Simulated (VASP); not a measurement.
A run of VASP 6.6.1 is set up as follows.

File INCAR:

```
PREC = Accurate
ENCUT = 910
EDIFF = 1E-6
ISMEAR = -1
SIGMA = 0.05
LREAL = Auto
LASPH = T
NELM = 120
ALGO = Normal
ISIF = 2
LWAVE = F
LCHARG = F
GGA = PS
NBANDS = 37
GGA_COMPAT = F
```

File KPOINTS:

```
Automatic mesh
0
Gamma
  1 1 1
```

POSCAR

```
H8CO6
1.0
    5.5112720000      0.0000000000      0.0000000000
    0.0000000000      5.5112720000      0.0000000000
    0.0000000000      0.0000000000      5.5112720000
O H C
6 8 1
Direct
    0.8436346455      1.0770290416      0.4094517563
    0.3735979643      0.5017353526      0.3075333607
   -0.0398093217      0.6673595497      0.8077082750
    0.8856576123      0.2469847251     -0.0502787741
    0.4681496395      0.7306298800     -0.1877243584
    0.3892204921      1.0512273755      0.0707459185
    0.8343445941      0.9017881897      0.4390637951
    0.8897401544      1.1780220610      0.5449195757
    0.2288400935      0.5920956179      0.2349548344
    0.3366010605      0.3360385769      0.3401936976
   -0.0387750777      0.8183228844      0.7195616547
   -0.2243039356      0.5973575610      0.8063292830
    0.9529197615      0.4193587252     -0.0366158665
    0.8287016137      0.1863998003      0.1047489581
    0.4252194412      0.8685653693     -0.0348195480
```

Potentials or basis: VASP PAW PBE potentials, release 64 (O_h, H_h, C_h).

Command:

```console
$ cat potpaw_PBE.64/O_h/POTCAR potpaw_PBE.64/H_h/POTCAR potpaw_PBE.64/C_h/POTCAR > POTCAR
$ mpirun -np 1 vasp_gam > vasp.out
```

**Question.** Estimate the band gap on the k mesh.

**Answer.** 3.60 eV.

**Question.** What does it give for the pressure?

**Answer.** -0.4 GPa.

**Question.** What does it give for the largest force?

**Answer.** 3.465 eV/Å.

Forces in eV/Å, atoms in the order of the input:
```
O   -0.266 -0.743 -0.940
O   -0.835  2.698 -0.756
O   -2.988 -1.550 -0.354
O    0.483  1.634 -0.666
O    0.079 -1.088 -0.020
O   -0.112 -1.617  0.480
H    0.019  0.831  0.377
H   -0.043 -0.405  0.865
H    1.371 -1.739  1.046
H   -0.635 -0.794 -0.240
H   -0.076  0.327  0.164
H    3.079  1.561 -0.303
H   -0.380 -2.231  0.333
H    0.205  0.260  0.451
C    0.101  2.856 -0.438
```

Caveat: the k points lie up to 1.14 Å⁻¹ apart; the cutoff is under 1.25 times the usual one of these potentials, so pressure, stress and relaxed cells hold a basis-set (Pulay) error; the PAW data sets were made with another functional, which shifts forces and pressure a little.
